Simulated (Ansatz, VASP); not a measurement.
**AlO4: VASP beside Ansatz**

```
Al O
1.0
     4.07772    0.00000    0.00000
    -2.03886    3.53141    0.00000
     0.00000    0.00000    4.01553
Al O
1 4
Direct
  0.00000 0.00000 0.52444
  0.50000 0.00000 0.56355
  0.00000 0.50000 0.56355
  0.50000 0.50000 0.56355
  0.00000 0.00000 0.05053
```

Alike in both runs: task relaxation of cell and atoms; functional PBE; k mesh 6 × 6 × 4; occupations gaussian, width 0.1 eV; collinear spin.

|  | VASP | Ansatz |
| --- | --- | --- |
| version | VASP 6.6.1 | Ansatz 0.2.0 |
| potentials or method | VASP PAW PBE potentials, release 64 (Al, O), cutoff 600 eV | scalar-relativistic, plane waves, PAW |
| valence electrons in the cell | 27 | 27 |

|  | VASP | Ansatz | Ansatz less VASP |
| --- | --- | --- | --- |
| gap on the k mesh at the Fermi level, each at its own relaxed structure (eV) | none | none | - |
| net moment per atom (μB) | 0.00 | 0.40 | +0.396 |
| size of the moment on the site where the two differ most (μB) | 0.00 | 0.66 | +0.657 |
| relaxed volume (Å³/atom) | 10.32 | 10.51 | +0.193 |
| relaxed cell length with the largest relative difference (Å) | 4.072 | 4.099 | +0.0270 |

The net moments are unlike, so the other rows may belong to different states. Site moments also hang on the region over which each program counts them. A gap of «none» marks a metal or a gap that the smearing closes.

The k mesh is coarse, so the values compare programs but aren't converged.
